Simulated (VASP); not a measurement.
# CdSe (C2) in VASP: a series of runs, part 2 of 2

VASP 6.6.1. The steps go on from the part before.

## 5. Single point, PBE (engineering shear strain xz -0.0733, normal strain along z +0.1000)

INCAR

```
PREC = Accurate
ENCUT = 520
EDIFF = 1E-6
ISMEAR = 0
SIGMA = 0.05
LREAL = False
LASPH = True
NELM = 60
ALGO = Normal
ISIF = 2
LWAVE = False
LCHARG = False
GGA = PE
NBANDS = 16
```

KPOINTS

```
regular mesh
0
Gamma
  10 10 10
```

POSCAR

```
CdSe
1.0
   -0.1135568978      3.4082561409      3.0984146735
    3.0984146735     -0.1135568978      3.0984146735
    2.9848577757      3.2946992431      0.0000000000
Cd Se
1 1
Direct
    0.0000000000      0.0000000000      0.0000000000
    0.7500000000      0.7500000000      0.7500000000
```

Potentials or basis: VASP PAW PBE potentials, release 64 (Cd, Se).

The run is started by

```bash
$ cat potpaw_PBE.64/Cd/POTCAR potpaw_PBE.64/Se/POTCAR > POTCAR
$ mpirun -np 1 vasp_std > vasp.out
```

OUTCAR:

```text
PREC = Accurate
   ENCUT = 520
   EDIFF = 1E-6
   ISMEAR = 0
   LREAL = False
   LASPH = True
   NELM = 60
   ISIF = 2
   GGA = PE

 ion  position               nearest neighbor table
   1  0.000  0.000  0.000-   2 2.71   2 2.71   2 2.84   2 2.84
   2  0.750  0.750  0.750-   1 2.71   1 2.71   1 2.84   1 2.84

  LATTYP: Found a base centered monoclinic cell.
 ALAT       =     6.2009898107
 B/A-ratio  =     0.9993290646
 C/A-ratio  =     0.7169370242
 COS(beta)  =    -0.6438070648

  Lattice vectors:
[... 193 lines left out ...]
      5      -7.4602      2.00000
      6      -7.4574      2.00000
[... 433 lines left out ...]
      3      -7.5661      2.00000
      4      -7.5228      2.00000
      5      -7.4320      2.00000
      6      -7.3030      2.00000
[... 8 lines left out ...]
     15      11.1785      0.00000
     16      12.8297      0.00000

 [... further k-points ...]
[... 5 lines left out ...]
  --------------------------------------------------------------------------------------
  -------------------------------------------------------------------------------------
  Total       -0.9667693     -1.8396806     -0.9971420      0.6802834      0.0000000      0.0000000
  in kB      -23.6986053    -45.0964507    -24.4431378     16.6759188      0.0000000      0.0000000
  external PRESSURE =     -31.0793979 kB  Pullay stress =       0.0000000 kB

 VOLUME and BASIS-vectors are now :
 -----------------------------------------------------------------------------
  energy-cutoff  :      520.00
  volume of cell :       65.36
      direct lattice vectors                 reciprocal lattice vectors
    -0.113556898  3.408256141  3.098414674    -0.156186920  0.141498725  0.161372848
     3.098414674 -0.113556898  3.098414674     0.156186920 -0.141498725  0.161372848
     2.984857776  3.294699243  0.000000000     0.166953366  0.152265172 -0.161372848

 POSITION                                       TOTAL-FORCE (eV/Angst)
 -----------------------------------------------------------------------------------
      0.00000      0.00000      0.00000         0.000000     -0.000000      0.154169
      4.47729      4.94205      4.64762         0.000000      0.000000     -0.154169
 -----------------------------------------------------------------------------------
    total drift:                                0.000000      0.000000      0.000045

  FREE ENERGIE OF THE ION-ELECTRON SYSTEM (eV)
  ---------------------------------------------------
  free  energy   TOTEN  =        -5.3882369433 eV

  energy  without entropy=       -5.3882368721  energy(sigma->0) =       -5.38823691
```

Run time: 5.8 min. Hardware: 1 thread of Intel Xeon 8259CL, shared host; peak memory 0.45 GiB.

What came out:

```
Free energy            : -5.3882 eV
Pressure               : -3.1 GPa
Largest force          : 0.154 eV/Å
Band gap on the k mesh : 0.26 eV
```

Forces on the atoms (eV/Å):
```
Cd   0.000  0.000  0.154
Se   0.000  0.000 -0.154
```

Stress tensor (GPa, compression positive):
```
-2.37  1.67  0.00
 1.67 -4.51  0.00
 0.00  0.00 -2.44
```

Caveat: the cell differs from its parent crystal (engineering shear strain xz -0.0733, normal strain along z +0.1000); the cell stands under tension; semilocal functionals underestimate gaps, and a narrow one can read as zero.

## 6. Single point, PBE (engineering shear strain xz -0.2200, normal strain along z +0.1500)

INCAR

```
SYSTEM = CdSe
ALGO = Normal ; EDIFF = 1E-7
ENCUT = 520 ; GGA = PE
ISIF = 2 ; ISMEAR = 0
LASPH = .True. ; LCHARG = .False.
LREAL = .False. ; LWAVE = .False.
NBANDS = 16 ; NELM = 80
PREC = Accurate ; SIGMA = 0.05
```

KPOINTS

```
k-points
0
Gamma
  10 10 10
  0 0 0
```

POSCAR

```
CdSe
1.0
   -0.3408256141      3.5631768745      3.0984146735
    3.0984146735     -0.3408256141      3.0984146735
    2.7575890594      3.2223512604      0.0000000000
Cd Se
1 1
Direct
    0.0000000000      0.0000000000      0.0000000000
    0.7500000000      0.7500000000      0.7500000000
```

Potentials or basis: VASP PAW PBE potentials, release 64 (Cd, Se).

The run is started by

```bash
$ cat potpaw_PBE.64/Cd/POTCAR potpaw_PBE.64/Se/POTCAR > POTCAR
$ mpirun -np 1 vasp_std > vasp.out
```

It took 5.8 min on 1 thread of Intel Xeon 8259CL, shared host; peak memory 0.44 GiB.

Results (log left out):

- Free energy: -5.1501 eV
- Pressure: -2.6 GPa
- Largest force: 0.341 eV/Å
- Band gap on the k mesh: 0.37 eV

Forces in eV/Å, atoms in the order of the input:
```
Cd   0.000  0.000  0.341
Se   0.000  0.000 -0.341
```

Stress tensor (GPa, compression positive):
```
-1.54  4.12  0.00
 4.12 -4.10  0.00
 0.00  0.00 -2.06
```

Levels at points of the mesh, in eV from the valence-band top:
| k point | band 5 | band 6 | band 7 | band 8 | band 9 | band 10 | band 11 | band 12 | band 13 | band 14 |
| --- | --- | --- | --- | --- | --- | --- | --- | --- | --- | --- |
| (0.00, 0.00, 0.00) | -7.56 | -7.54 | -0.69 | -0.45 | 0.00 | 0.37 | 4.90 | 5.86 | 6.88 | 8.91 |
| (0.50, 0.00, 0.00) | -7.52 | -7.42 | -3.54 | -0.63 | -0.31 | 2.16 | 5.45 | 6.40 | 7.19 | 9.39 |
| (0.50, 0.50, 0.00) | -7.51 | -7.31 | -3.29 | -2.02 | -1.01 | 2.32 | 3.99 | 8.05 | 8.32 | 9.25 |
| (0.00, 0.00, 0.50) | -7.52 | -7.32 | -3.72 | -1.22 | -0.63 | 1.54 | 5.40 | 6.52 | 7.27 | 9.17 |
| (0.50, 0.00, 0.50) | -7.54 | -7.40 | -3.95 | -1.18 | -1.08 | 3.49 | 3.70 | 6.97 | 8.53 | 9.81 |
| (0.00, 0.50, 0.50) | -7.52 | -7.27 | -3.37 | -1.69 | -1.45 | 2.83 | 3.12 | 7.07 | 8.02 | 9.64 |

Caveat: the cell differs from its parent crystal (engineering shear strain xz -0.2200, normal strain along z +0.1500); semilocal functionals underestimate gaps, and a narrow one can read as zero. A k mesh can miss the band edges.

## 7. Single point, PBE (engineering shear strain xz -0.1467, normal strain along z +0.1500)

INCAR

```
SYSTEM = CdSe
ALGO = Normal ; EDIFF = 1E-6
ENCUT = 520 ; GGA = PE
ISIF = 2 ; ISMEAR = 0
LASPH = .TRUE. ; LCHARG = .FALSE.
LREAL = .FALSE. ; LWAVE = .FALSE.
NBANDS = 16 ; NELM = 80
PREC = Accurate ; SIGMA = 0.05
```

KPOINTS

```
k-points
0
G
  10 10 10
  0 0 0
```

POSCAR

```
CdSe
1.0
   -0.2272687163      3.5631768745      3.0984146735
    3.0984146735     -0.2272687163      3.0984146735
    2.8711459572      3.3359081582      0.0000000000
Cd Se
1 1
Direct
    0.0000000000      0.0000000000      0.0000000000
    0.7500000000      0.7500000000      0.7500000000
```

Potentials or basis: VASP PAW PBE potentials, release 64 (Cd, Se).

The run is started by

```bash
$ cat potpaw_PBE.64/Cd/POTCAR potpaw_PBE.64/Se/POTCAR > POTCAR
$ mpirun -np 1 vasp_std > vasp.out
```

OUTCAR:

```text
SYSTEM = CdSe
   EDIFF = 1E-6
   ENCUT = 520
   GGA = PE
   ISIF = 2
   ISMEAR = 0
   LASPH = .TRUE.
   LREAL = .FALSE.
   NELM = 80
   PREC = Accurate

 ion  position               nearest neighbor table
   1  0.000  0.000  0.000-   2 2.69   2 2.69   2 2.96   2 2.96
   2  0.750  0.750  0.750-   1 2.69   1 2.69   1 2.96   1 2.96

  LATTYP: Found a base centered monoclinic cell.
 ALAT       =     6.2134771452
 B/A-ratio  =     0.9973206954
 C/A-ratio  =     0.7083532014
 COS(beta)  =    -0.5951419661

  Lattice vectors:

 A1 = (  -3.0984146735,   0.2272687163,  -3.0984146735)
 A2 = (  -3.0984146735,   0.2272687163,   3.0984146735)
 A3 = (   2.8711459572,   3.3359081582,   0.0000000000)

Analysis of symmetry for initial positions (statically):
=====================================================================
 Subroutine PRICEL returns:
 Original cell was already a primitive cell.

 Routine SETGRP: Setting up the symmetry group for a
 base centered monoclinic supercell.

 Subroutine GETGRP returns: Found  2 space group operations
 (whereof  2 operations were pure point group operations)
 out of a pool of  4 trial point group operations.
[... 157 lines left out ...]
  ext. energy  EPLUGINS =         0.00000000
  ---------------------------------------------------
  free energy    TOTEN  =        -5.23803701 eV

  energy without entropy =       -5.23803700  energy(sigma->0) =       -5.23803700

 E-fermi :  -0.0739     XC(G=0):  -8.0614

 val. band max:       -0.2189976830   @ k =   0.0000   0.0000   0.0000
 cond. band min:       0.0712087044   @ k =   0.0000   0.0000   0.0000
 fundamental gap:      0.2902063874
 Fermi energy:        -0.0738943486

 k-point     1 :       0.0000    0.0000    0.0000
  band No.  band energies     occupation
      1     -12.1037      2.00000
      2      -7.9630      2.00000
      3      -7.8746      2.00000
      4      -7.8585      2.00000
      5      -7.7024      2.00000
      6      -7.6930      2.00000
[... 433 lines left out ...]
      3      -7.7959      2.00000
      4      -7.7376      2.00000
      5      -7.6742      2.00000
      6      -7.5464      2.00000
[... 8 lines left out ...]
     15      10.5364      0.00000
     16      12.2996      0.00000

 [... further k-points ...]
[... 5 lines left out ...]
  --------------------------------------------------------------------------------------
  -------------------------------------------------------------------------------------
  Total       -1.0934759     -2.4110032     -1.2068991      1.0777601     -0.0000000     -0.0000000
  in kB      -25.7282307    -56.7281344    -28.3969481     25.3584573     -0.0000000     -0.0000000
  external PRESSURE =     -36.9511044 kB  Pullay stress =       0.0000000 kB

 VOLUME and BASIS-vectors are now :
 -----------------------------------------------------------------------------
  energy-cutoff  :      520.00
  volume of cell :       68.09
      direct lattice vectors                 reciprocal lattice vectors
    -0.227268716  3.563176874  3.098414674    -0.151790210  0.130642640  0.161372848
     3.098414674 -0.227268716  3.098414674     0.151790210 -0.130642640  0.161372848
     2.871145957  3.335908158  0.000000000     0.172472534  0.151324964 -0.161372848

 POSITION                                       TOTAL-FORCE (eV/Angst)
 -----------------------------------------------------------------------------------
      0.00000      0.00000      0.00000         0.000000      0.000000      0.169930
      4.30672      5.00386      4.64762        -0.000000      0.000000     -0.169930
 -----------------------------------------------------------------------------------
    total drift:                               -0.000000      0.000000      0.000089

  FREE ENERGIE OF THE ION-ELECTRON SYSTEM (eV)
  ---------------------------------------------------
  free  energy   TOTEN  =        -5.2380370090 eV

  energy  without entropy=       -5.2380369966  energy(sigma->0) =       -5.23803700
```

OSZICAR:

```text
N       E                     dE             d eps       ncg     rms          rms(c)
DAV:   1     0.105058153144E+03    0.10506E+03   -0.84784E+03  9128   0.979E+02
DAV:   2    -0.127543299984E+01   -0.10633E+03   -0.10036E+03 10864   0.240E+02
DAV:   3    -0.567769923656E+01   -0.44023E+01   -0.43927E+01 10912   0.504E+01
DAV:   4    -0.569857703987E+01   -0.20878E-01   -0.20877E-01 11480   0.350E+00
DAV:   5    -0.569871838201E+01   -0.14134E-03   -0.14134E-03 11280   0.253E-01    0.447E+00
DAV:   6    -0.525697118478E+01    0.44175E+00   -0.67864E-01 11816   0.822E+00    0.370E+00
DAV:   7    -0.523737348102E+01    0.19598E-01   -0.13488E-01 10496   0.239E+00    0.168E+00
DAV:   8    -0.523760356145E+01   -0.23008E-03   -0.10394E-02 10472   0.113E+00    0.231E-01
DAV:   9    -0.523788412734E+01   -0.28057E-03   -0.14557E-03 11432   0.382E-01    0.690E-02
DAV:  10    -0.523798022434E+01   -0.96097E-04   -0.15679E-04 11488   0.133E-01    0.497E-02
DAV:  11    -0.523803722366E+01   -0.56999E-04   -0.82417E-05 10928   0.542E-02    0.166E-02
DAV:  12    -0.523803700898E+01    0.21468E-06   -0.16672E-06  9888   0.810E-03
   1 F= -.52380370E+01 E0= -.52380370E+01  d E =-.124116E-07
```

It took 5.6 min on 1 thread of Intel Xeon 8259CL, shared host; peak memory 0.45 GiB.

Results:

- Free energy: -5.2380 eV
- Pressure: -3.7 GPa
- Largest force: 0.170 eV/Å
- Band gap on the k mesh: 0.29 eV

Forces on the atoms (eV/Å):
```
Cd   0.000  0.000  0.170
Se   0.000  0.000 -0.170
```

Stress tensor (GPa, compression positive):
```
-2.57  2.54  0.00
 2.54 -5.67  0.00
 0.00  0.00 -2.84
```

Caveat: the cell differs from its parent crystal (engineering shear strain xz -0.1467, normal strain along z +0.1500); the cell stands under tension; semilocal functionals underestimate gaps, and a narrow one can read as zero.

## 8. Overview

```csv
cell,gap on the mesh (eV),pressure (GPa),largest force (eV/Å)
"a = 4.182, b = 4.395, c = 3.687 Å, angles 61.6, 67.6, 65.6°, 2 atoms",0.07,11.3,2.43
"a = 4.175, b = 4.388, c = 3.848 Å, angles 60.5, 66.2, 63.2°, 2 atoms",0.23,8.3,1.50
"a = 4.612, b = 4.388, c = 4.285 Å, angles 64.2, 59.0, 66.3°, 2 atoms",0.35,-2.3,0.35
"a = 4.608, b = 4.383, c = 4.446 Å, angles 62.9, 57.9, 64.0°, 2 atoms",0.26,-3.1,0.15
"a = 4.734, b = 4.395, c = 4.241 Å, angles 66.5, 58.3, 69.4°, 2 atoms",0.37,-2.6,0.34
"a = 4.727, b = 4.388, c = 4.401 Å, angles 65.1, 57.3, 67.1°, 2 atoms",0.29,-3.7,0.17
```

Alike in all rows: task single point; level PBE; potentials or basis VASP PAW PBE potentials, release 64 (Cd, Se); no spin polarisation; k mesh 10 × 10 × 10; cutoff (eV) 520; smearing gaussian 0.05 eV.

Caveats: semilocal functionals underestimate gaps, and a narrow one can read as zero; the cell stands under pressure (at least some runs); forces of over 1 eV/Å act on the atoms, so gaps and moduli don't describe the material at rest (at least some runs); the cell stands under tension (at least some runs).

Absolute energies hang on the potentials; compare differences alone.
